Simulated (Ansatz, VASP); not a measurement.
# Two plane-wave programs on Si2Ni

```xyz
3
Lattice="0.0000 2.7234 2.7234 2.7234 0.0000 2.7234 2.7234 2.7234 0.0000" Properties=species:S:1:pos:R:3 pbc="T T T"
Si    1.3617    1.3617    1.3617
Si    4.0851    4.0851    4.0851
Ni    0.0000    0.0000    0.0000
```

Alike in both runs: functional PBE; k mesh 14 × 14 × 14; occupations gaussian, width 0.1 eV; no spin polarisation.

Ansatz relaxed the structure, and its values are those at the end. VASP's run is a single point on that final structure, the one shown.

|  | VASP | Ansatz |
| --- | --- | --- |
| version | VASP 6.6.1 | Ansatz 0.2.0 |
| potentials or method | VASP PAW PBE potentials, release 64 (Si, Ni), cutoff 520 eV | scalar-relativistic, plane waves, PAW |
| valence electrons in the cell | 18 | 26 |

Ansatz gave:

- gap on the k mesh at the Fermi level (eV): none
- pressure (GPa): 0.0

**Question.** Which values does VASP return?

**Answer.** gap on the k mesh at the Fermi level (eV): none; pressure (GPa): -0.1.

A gap of «none» marks a metal or a gap that the smearing closes. VASP's potentials hold 18 valence electrons a cell and Ansatz's 26, so a difference there can come from the potentials and not from the codes.
